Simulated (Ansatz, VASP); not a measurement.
One calculation of SrCl2, two programs

```xyz
3
Lattice="0.0000 3.5556 3.6132 3.5556 0.0000 3.6132 3.5556 3.5556 0.0000" Properties=species:S:1:pos:R:3 pbc="T T T"
Sr    0.0000    0.0000    0.0000
Cl    1.7778    1.7778    1.8066
Cl    5.3334    5.3334    5.4198
```

Alike in both runs: task single point; functional PBE; k mesh 6 × 6 × 6; occupations gaussian, width 0.05 eV; no spin polarisation.

```csv
,VASP,Ansatz
version,VASP 6.6.1,Ansatz 0.2.0
potentials or method,"VASP PAW PBE potentials, release 64 (Sr_sv, Cl), cutoff 520 eV","scalar-relativistic, plane waves, PAW"
valence electrons in the cell,24,24
```

|  | VASP | Ansatz | Ansatz less VASP |
| --- | --- | --- | --- |
| gap on the k mesh at the Fermi level (eV) | 5.02 | 5.03 | +0.003 |
| least direct gap on the mesh (eV) | 5.32 | 5.32 | +0.001 |
| pressure (GPa) | -1.3 | -1.4 | -0.05 |
| traceless stress, the component that is largest in VASP (GPa) | -0.49 | -0.50 | -0.002 |

The functional is the same, so the differences come from potentials, cutoffs and numerics.
